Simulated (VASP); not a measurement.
## Fe: single point with RPBE

Fe:

```
CELL_PARAMETERS angstrom
2.25707 0.00000 0.00000
0.00000 2.25707 0.00000
0.00000 0.00000 2.25707
ATOMIC_POSITIONS crystal
Fe 0.00000 0.00000 0.00000
```

This cell differs from its parent crystal: volume scaled by 0.96.

| Item | Value |
| --- | --- |
| Program | VASP 6.6.1 |
| Task | single point |
| Functional | RPBE |
| Potentials or basis | VASP PAW PBE potentials, release 64 (Fe_sv) |
| Cutoff | 600 eV |
| k mesh | 15 × 15 × 15 |
| Occupations | fermi-dirac, width 0.1 eV |
| Spin | no spin polarisation |
| Dipole correction | no |
| Second run | valence_matched |
| Further INCAR settings | ALGO = Normal; EDIFF = 1e-06; NBANDS = 14 |

```
Pressure               : 4.8 GPa
Band gap on the k mesh : zero (band 8 reaches 14.37 eV, above the bottom of band 9 at 11.60 eV)
```

Levels at points of the mesh, in eV from the Fermi level:
| k point | band 4 | band 5 | band 6 | band 7 | band 8 | band 9 | band 10 | band 11 | band 12 | band 13 |
| --- | --- | --- | --- | --- | --- | --- | --- | --- | --- | --- |
| (0.00, 0.00, 0.00) | -52.93 | -8.43 | -3.88 | -3.88 | 1.00 | 1.00 | 1.00 | 20.67 | 20.67 | 20.67 |

Run time: 12 s on 1 thread of Intel(R) Xeon(R) Platinum 8375C CPU @ 2.90GHz (Ice Lake) (shared host), peak memory 0.13 GiB.

Caveat: the PAW data sets were made with another functional, which shifts forces and pressure a little; the run has no spin polarisation, though such a crystal can be magnetic. Spin polarisation is off, so any magnetic state and its effect on volume and gap are missing.
